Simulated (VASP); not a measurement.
# NaH (rocksalt type) (Fm-3m) in VASP: further runs

The runs below take NaH (rocksalt type) through single point, with PBE.

All numbers are computed with VASP 6.6.1; they aren't measurements. Logs are shortened: lines on timing, memory, paths and dates and some standing lists are left out, and cuts for length are marked.

**1. The cell of the first run**

It takes space group Fm-3m (No. 225, cubic). Conventional cell: a = 4.733 Å, b = 4.733 Å, c = 4.733 Å, α = 90.00°, β = 90.00°, γ = 90.00°. Na (site symmetry m-3m) has 6 H at 2.37 Å within 3.1 Å. H (site symmetry m-3m) has 6 Na at 2.37 Å within 3.1 Å.

**2. Single point, PBE (volume scaled by 0.9405)**

INCAR

```
SYSTEM = NaH
PREC = Accurate ; ENCUT = 520
EDIFF = 1E-6 ; ISMEAR = -1
SIGMA = 0.08 ; LREAL = .FALSE.
LASPH = .TRUE. ; NELM = 100
ALGO = Normal ; ISIF = 2
LWAVE = .FALSE. ; LCHARG = .FALSE.
GGA = PE ; NBANDS = 11
```

KPOINTS

```
regular mesh
0
G
  12 12 12
  0 0 0
```

POSCAR

```
NaH
1.0
    0.0000000000      2.3666640037      2.3666640037
    2.3666640037      0.0000000000      2.3666640037
    2.3666640037      2.3666640037      0.0000000000
Na H
1 1
Direct
    0.0000000000      0.0000000000      0.0000000000
    0.5000000000      0.5000000000      0.5000000000
```

Potentials or basis: VASP PAW PBE potentials, release 64 (Na_pv, H).

The run is started by

```console
cat potpaw_PBE.64/Na_pv/POTCAR potpaw_PBE.64/H/POTCAR > POTCAR
mpirun -np 1 vasp_std > vasp.out
```

OUTCAR:

```text
SYSTEM = NaH
   PREC = Accurate
   ENCUT = 520
   EDIFF = 1E-6
   ISMEAR = -1
   LREAL = .FALSE.
   LASPH = .TRUE.
   NELM = 100
   ISIF = 2
   GGA = PE

 ion  position               nearest neighbor table
   1  0.000  0.000  0.000-
   2  0.500  0.500  0.500-

  LATTYP: Found a face centered cubic cell.
 ALAT       =     4.7333280074

  Lattice vectors:

 A1 = (   0.0000000000,   2.3666640037,   2.3666640037)
 A2 = (   2.3666640037,   0.0000000000,   2.3666640037)
 A3 = (   2.3666640037,   2.3666640037,   0.0000000000)

Analysis of symmetry for initial positions (statically):
=====================================================================
 Subroutine PRICEL returns:
 Original cell was already a primitive cell.

 Routine SETGRP: Setting up the symmetry group for a
 face centered cubic supercell.

 Subroutine GETGRP returns: Found 48 space group operations
 (whereof 48 operations were pure point group operations)
 out of a pool of 48 trial point group operations.

The static configuration has the point symmetry O_h .

Analysis of symmetry for dynamics (positions and initial velocities):
=====================================================================
 Subroutine PRICEL returns:
 Original cell was already a primitive cell.

 Routine SETGRP: Setting up the symmetry group for a
 face centered cubic supercell.

 Subroutine GETGRP returns: Found 48 space group operations
 (whereof 48 operations were pure point group operations)
 out of a pool of 48 trial point group operations.

The dynamic configuration has the point symmetry O_h .

 Subroutine INISYM returns: Found 48 space group operations
 (whereof 48 operations are pure point group operations),
 and found     1 'primitive' translations

----------------------------------------------------------------------------------------

                                     Primitive cell

  volume of cell :      26.5118

  direct lattice vectors                    reciprocal lattice vectors
     0.000000000  2.366664004  2.366664004    -0.211267843  0.211267843  0.211267843
     2.366664004  0.000000000  2.366664004     0.211267843 -0.211267843  0.211267843
     2.366664004  2.366664004  0.000000000     0.211267843  0.211267843 -0.211267843

  length of vectors
     3.346968332  3.346968332  3.346968332     0.365926639  0.365926639  0.365926639

  position of ions in fractional coordinates (direct lattice)
     0.000000000  0.000000000  0.000000000
     0.500000000  0.500000000  0.500000000

  ion indices of the primitive-cell ions
   primitive index   ion index
                 1           1
                 2           2

----------------------------------------------------------------------------------------

 KPOINTS: regular mesh

Automatic generation of k-mesh.
 Grid dimensions read from file:
 generate k-points for:   12   12   12

 Generating k-lattice:

  Cartesian coordinates                     Fractional coordinates (reciprocal lattice)
    -0.017605654  0.017605654  0.017605654     0.083333333  0.000000000  0.000000000
     0.017605654 -0.017605654  0.017605654     0.000000000  0.083333333  0.000000000
     0.017605654  0.017605654 -0.017605654     0.000000000  0.000000000  0.083333333

  Length of vectors
     0.030493887  0.030493887  0.030493887

  Shift w.r.t. Gamma in fractional coordinates (k-lattice)
     0.000000000  0.000000000  0.000000000

 Subroutine IBZKPT returns following result:
 ===========================================

 Found     72 irreducible k-points:

 Following reciprocal coordinates:
            Coordinates               Weight
  0.000000  0.000000  0.000000      1.000000
  0.083333  0.000000  0.000000      8.000000
  0.166667  0.000000  0.000000      8.000000
  0.250000  0.000000  0.000000      8.000000
  0.333333  0.000000  0.000000      8.000000
  0.416667  0.000000  0.000000      8.000000
[... 16 lines left out ...]
  0.500000  0.166667  0.000000     24.000000
 -0.416667  0.166667  0.000000     24.000000
 [... further k-points ...]
   k-points           NKPTS =     72   k-points in BZ     NKDIM =     72   number of bands    NBANDS=     11
   number of dos      NEDOS =    301   number of ions     NIONS =      2
   total plane-waves  NPLWV =  21952
   dimension x,y,z NGX =    28 NGY =   28 NGZ =   28
   dimension x,y,z NGXF=    56 NGYF=   56 NGZF=   56
   ions per type =               1   1
   NGX,Y,Z   is equivalent  to a cutoff of  13.91, 13.91, 13.91 a.u.
   NGXF,Y,Z  is equivalent  to a cutoff of  27.82, 27.82, 27.82 a.u.
 SYSTEM =  NaH
   PREC   = accura    normal or accurate (medium, high low for compatibility)
   ISTART =      0    job   : 0-new  1-cont  2-samecut
   ICHARG =      2    charge: 1-file 2-atom 10-const
   ISPIN  =      1    spin polarized calculation?
   LNONCOLLINEAR =      F non collinear calculations
   LSORBIT =      F    spin-orbit coupling
   LASPH  =      T    aspherical Exc in radial PAW
   ENCUT  =  520.0 eV  38.22 Ry    6.18 a.u.   6.22  6.22  6.22*2*pi/ulx,y,z
   NELM   =    100;   NELMIN=  2; NELMDL= -5     # of ELM steps
   EDIFF  = 0.1E-05   stopping-criterion for ELM
   LREAL  =      F    real-space projection
   EDIFFG = 0.1E-04   stopping-criterion for IOM
   NSW    =      0    number of steps for IOM
   IBRION =     -1    ionic relax: 0-MD 1-quasi-New 2-CG
   NFREE  =      0    steps in history (QN), initial steepest desc. (CG)
   ISIF   =      2    stress and relaxation
   ISYM   =      2    0-nonsym 1-usesym 2-fastsym
   POTIM  = 0.5000    time-step for ionic-motion
   TEBEG  =    0.0;   TEEND  =   0.0 temperature during run
   PSTRESS=    0.0 pullay stress
   NELECT =       8.0000    total number of electrons
   NUPDOWN=      -1.0000    fix difference up-down
   EMIN   =  10.00;   EMAX   =-10.00  energy-range for DOS
   EFERMI =   0.00;   METHOD = LEGACY
   ISMEAR =    -1;   SIGMA  =   0.08  broadening in eV -4-tet -1-fermi 0-gaus
   EFERMI_NEDOS =   21; number of points for ismear=-14 and -15
   IALGO  =     38    algorithm
   IMIX   =      4    mixing-type and parameters
     AMIX     =   0.40;   BMIX     =  1.00
     AMIX_MAG =   1.60;   BMIX_MAG =  1.00
  volume/ion in A,a.u.               =      13.26        89.46
  Fermi-wavevector in a.u.,A,eV,Ry     =   1.098057  2.075027 16.404942  1.205729
  Thomas-Fermi vector in A             =   2.234428
   LORBIT       =      0    0 simple, 1 ext, 2 COOP (PROOUT), +10 PAW based schemes
   GGA     = PE    functional components
   LHFCALC =     F    Hartree Fock is set to
   AEXX    =    0.0000 exact exchange contribution
   IVDW    =     0    specifies the selected vdW correction
   LEPSILON=     F    determine dielectric tensor
   LRPA    =     F    only Hartree local field effects (RPA)
 non-spin polarized calculation
  energy-cutoff  :      520.00
  volume of cell :       26.51
 maximum number of plane-waves:       725
 NGX is ok and might be reduce to    28
   NGX = 13   NGY = 13   NGZ = 13

 number of electron       7.9999997 magnetization

 Free energy of the ion-electron system (eV)
  ---------------------------------------------------
  ext. energy  EPLUGINS =         0.00000000
  ---------------------------------------------------
  free energy    TOTEN  =        -5.07907198 eV

  energy without entropy =       -5.07907198  energy(sigma->0) =       -5.07907198

 E-fermi :   0.7316     XC(G=0):  -7.9811

 val. band max:       -0.9088179103   @ k =  -0.2500   0.5000   0.2500
 cond. band min:       2.9568139990   @ k =   0.5000   0.0000   0.0000
 fundamental gap:      3.8656319093
 Fermi energy:         0.7315835863

 k-point     1 :       0.0000    0.0000    0.0000
  band No.  band energies     occupation
      1     -22.9046      2.00000
      2     -22.9046      2.00000
      3     -22.9046      2.00000
      4      -4.7042      2.00000
      5      10.0693      0.00000
      6      15.1627      0.00000
      7      15.1627      0.00000
      8      15.1627      0.00000
      9      16.1776      0.00000
     10      16.1776      0.00000
     11      16.1776      0.00000

 k-point     2 :       0.0833    0.0000    0.0000
  band No.  band energies     occupation
      1     -22.9125      2.00000
      2     -22.9055      2.00000
      3     -22.9055      2.00000
      4      -4.5777      2.00000
      5       9.6433      0.00000
      6      13.3677      0.00000
      7      14.6922      0.00000
      8      14.6922      0.00000
      9      16.7394      0.00000
     10      16.7394      0.00000
     11      16.9335      0.00000

 k-point     3 :       0.1667    0.0000    0.0000
  band No.  band energies     occupation
      1     -22.9340      2.00000
      2     -22.9080      2.00000
      3     -22.9080      2.00000
      4      -4.2068      2.00000
      5       8.3703      0.00000
      6      11.8624      0.00000
      7      14.0581      0.00000
      8      14.0581      0.00000
      9      17.3597      0.00000
     10      17.3597      0.00000
     11      17.7748      0.00000

 k-point     4 :       0.2500    0.0000    0.0000
  band No.  band energies     occupation
      1     -22.9630      2.00000
      2     -22.9114      2.00000
      3     -22.9114      2.00000
      4      -3.6195      2.00000
      5       6.6102      0.00000
      6      11.0518      0.00000
      7      13.5409      0.00000
      8      13.5409      0.00000
      9      17.1408      0.00000
     10      17.1408      0.00000
     11      18.6248      0.00000

 k-point     5 :       0.3333    0.0000    0.0000
  band No.  band energies     occupation
      1     -22.9918      2.00000
      2     -22.9148      2.00000
      3     -22.9148      2.00000
      4      -2.8799      2.00000
      5       4.8800      0.00000
      6      10.6091      0.00000
      7      13.1670      0.00000
      8      13.1670      0.00000
      9      16.6328      0.00000
     10      16.6328      0.00000
     11      18.9627      0.00000
[... 211 lines left out ...]
 k-point    21 :       0.3333    0.1667    0.0000
  band No.  band energies     occupation
      1     -22.9745      2.00000
      2     -22.9227      2.00000
      3     -22.9225      2.00000
      4      -3.0108      2.00000
      5       6.0384      0.00000
      6       9.3337      0.00000
      7      11.7122      0.00000
      8      13.6383      0.00000
      9      15.5489      0.00000
     10      18.4133      0.00000
     11      19.7292      0.00000

 k-point    22 :       0.4167    0.1667    0.0000
  band No.  band energies     occupation
      1     -22.9949      2.00000
      2     -22.9287      2.00000
      3     -22.9246      2.00000
      4      -2.3000      2.00000
      5       4.6606      0.00000
      6       8.5803      0.00000
      7      11.6171      0.00000
      8      13.3124      0.00000
      9      16.2535      0.00000
     10      18.9237      0.00000
     11      18.9648      0.00000

 k-point    23 :       0.5000    0.1667    0.0000
  band No.  band energies     occupation
      1     -23.0072      2.00000
      2     -22.9345      2.00000
      3     -22.9245      2.00000
      4      -1.7023      2.00000
      5       3.6647      0.00000
      6       8.1121      0.00000
      7      11.7332      0.00000
      8      13.0939      0.00000
      9      16.5346      0.00000
     10      18.2820      0.00000
     11      20.4334      0.00000

 k-point    24 :      -0.4167    0.1667    0.0000
  band No.  band energies     occupation
      1     -23.0083      2.00000
      2     -22.9381      2.00000
      3     -22.9222      2.00000
      4      -1.5937      2.00000
      5       3.5118      0.00000
      6       7.8582      0.00000
      7      12.0656      0.00000
      8      13.1103      0.00000
      9      16.6876      0.00000
     10      17.8202      0.00000
     11      21.6142      0.00000

 [... further k-points ...]

------------------------ aborting loop because EDIFF is reached ----------------------------------------

  FORCE on cell =-STRESS in cart. coord.  units (eV):
  Direction    XX          YY          ZZ          XY          YZ          ZX
  --------------------------------------------------------------------------------------
  -------------------------------------------------------------------------------------
  Total        0.2625368      0.2625368      0.2625368      0.0000000      0.0000000      0.0000000
  in kB       15.8657613     15.8657613     15.8657613      0.0000000      0.0000000      0.0000000
  external PRESSURE =      15.8657613 kB  Pullay stress =       0.0000000 kB

 VOLUME and BASIS-vectors are now :
 -----------------------------------------------------------------------------
  energy-cutoff  :      520.00
  volume of cell :       26.51
      direct lattice vectors                 reciprocal lattice vectors
     0.000000000  2.366664004  2.366664004    -0.211267843  0.211267843  0.211267843
     2.366664004  0.000000000  2.366664004     0.211267843 -0.211267843  0.211267843
     2.366664004  2.366664004  0.000000000     0.211267843  0.211267843 -0.211267843

 POSITION                                       TOTAL-FORCE (eV/Angst)
 -----------------------------------------------------------------------------------
      0.00000      0.00000      0.00000         0.000000      0.000000      0.000000
      2.36666      2.36666      2.36666         0.000000      0.000000      0.000000
 -----------------------------------------------------------------------------------
    total drift:                               -0.000000     -0.000000     -0.000000

  FREE ENERGIE OF THE ION-ELECTRON SYSTEM (eV)
  ---------------------------------------------------
  free  energy   TOTEN  =        -5.0790719798 eV

  energy  without entropy=       -5.0790719796  energy(sigma->0) =       -5.07907198
```

Wall time 9.8 s (1 thread of Intel Xeon 6975P-C (Granite Rapids), shared host); peak memory 0.16 GiB.

Results:

* Free energy: -5.0791 eV
* Pressure: 1.6 GPa
* Band gap on the k mesh: 3.87 eV, indirect (least direct gap 4.75 eV)

(Part 1 of 2 ends here.)
